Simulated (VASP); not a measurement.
Input of a VASP 6.6.1 run:

Contents of INCAR:

```
  ALGO = Normal
  EDIFF = 1E-6
  ENCUT = 520
  GGA = PE
  ISIF = 2
  ISMEAR = 0
  LASPH = True
  LCHARG = False
  LREAL = False
  LWAVE = False
  NBANDS = 30
  NELM = 60
  PREC = Accurate
  SIGMA = 0.1
```

Contents of KPOINTS:

```
k-points
0
Gamma
  4 4 4
```

File POSCAR:

```
AlW3
1.0
    3.9844318425      0.0000000000      0.0000000000
    0.0000000000      3.9844318425      0.0000000000
    0.0000000000      0.0000000000      3.9844318425
Al W
1 3
Direct
    0.0000000000      0.0000000000      0.0000000000
    0.5000000000      0.0000000000      0.5000000000
    0.0000000000      0.5000000000      0.5000000000
    0.5000000000      0.5000000000      0.0000000000
```

Potentials or basis: VASP PAW PBE potentials, release 64 (Al, W_sv).

Command:

```bash
$ cat potpaw_PBE.64/Al/POTCAR potpaw_PBE.64/W_sv/POTCAR > POTCAR
$ mpirun -np 1 vasp_std > vasp.out
```

(1) What does it give for the pressure?

## Answers

(1) 0.2 GPa.

Caveat: the k points lie up to 0.39 Å⁻¹ apart.
